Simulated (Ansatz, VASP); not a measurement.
**One calculation of InSe, two programs**

INCAR

```
SYSTEM = InSe
  PREC = Accurate
  ENCUT = 520
  EDIFF = 1E-8
  ISMEAR = -1
  SIGMA = 0.01
  LREAL = .FALSE.
  LASPH = .TRUE.
  NELM = 60
  ALGO = Normal
  ISIF = 2
  LWAVE = .FALSE.
  LCHARG = .FALSE.
  GGA = PE
  LEFG = .TRUE.
  NBANDS = 27
```

Contents of KPOINTS:

```
Automatic mesh
0
G
  7 7 7
  0 0 0
```

File POSCAR:

```
InSe
1.0
    1.9399996608      1.1200593264      8.3166700000
   -1.9399996608      1.1200593264      8.3166700000
    0.0000000000     -2.2401186528      8.3166700000
In Se
2 2
Direct
    0.0000000000      0.0000000000      0.0000000000
    0.1122000000      0.1122000000      0.1122000000
    0.6155000000      0.6155000000      0.6155000000
    0.8300000000      0.8300000000      0.8300000000
```

Input for Ansatz:

```yaml
crystal:
  lattice:
    - [1.9399996608, 1.1200593264, 8.31667]
    - [-1.9399996608, 1.1200593264, 8.31667]
    - [0.0, -2.2401186528, 8.31667]
  atoms:
    - { symbol: In, position: [0.0, 0.0, 0.0] }
    - { symbol: In, position: [0.1122, 0.1122, 0.1122] }
    - { symbol: Se, position: [0.6155, 0.6155, 0.6155] }
    - { symbol: Se, position: [0.83, 0.83, 0.83] }
kpoints:
  mp_grid: { grid: [7, 7, 7] }
scf:
  occupations: { method: fermi_dirac, width: 0.01 }
hamiltonian:
  xc: pbe
  pseudopotentials: { kind: all_electron, datasets: crystal }
output:
  forces: true
  stress: true
  eigenvalues: true
  efg: { contact_densities: true }
```

Change from the starting cell: equal xx and yy strain of -3 %, crystal datasets.

Alike in both runs: task electric field gradients; functional PBE; k mesh 7 × 7 × 7; occupations fermi-dirac, width 0.01 eV; no spin polarisation.

```csv
,VASP,Ansatz
version,VASP 6.6.1,Ansatz 0.2.0
potentials or method,"VASP PAW PBE potentials, release 64 (In_d, Se), cutoff 520 eV","all-electron PAW with datasets made for the crystal, scalar-relativistic"
```

Ansatz gave:

- gap on the k mesh at the Fermi level (eV): 1.04
- pressure (GPa): 7.0
- traceless stress, the component that is largest in VASP (GPa): -2.19
- rms of the force components (eV/Å): 0.426
- size of Vzz on the site where it differs most (V/Å²): 106.0

Q: Estimate VASP's values.

A: gap on the k mesh at the Fermi level (eV): 1.02; pressure (GPa): 7.1; traceless stress, the component that is largest in VASP (GPa): -2.19; rms of the force components (eV/Å): 0.436; size of Vzz on the site where it differs most (V/Å²): 102.1.

Atom by atom the forces differ by 0.010 eV/Å (rms over components). Ansatz ran all-electron here, and VASP with PAW potentials.
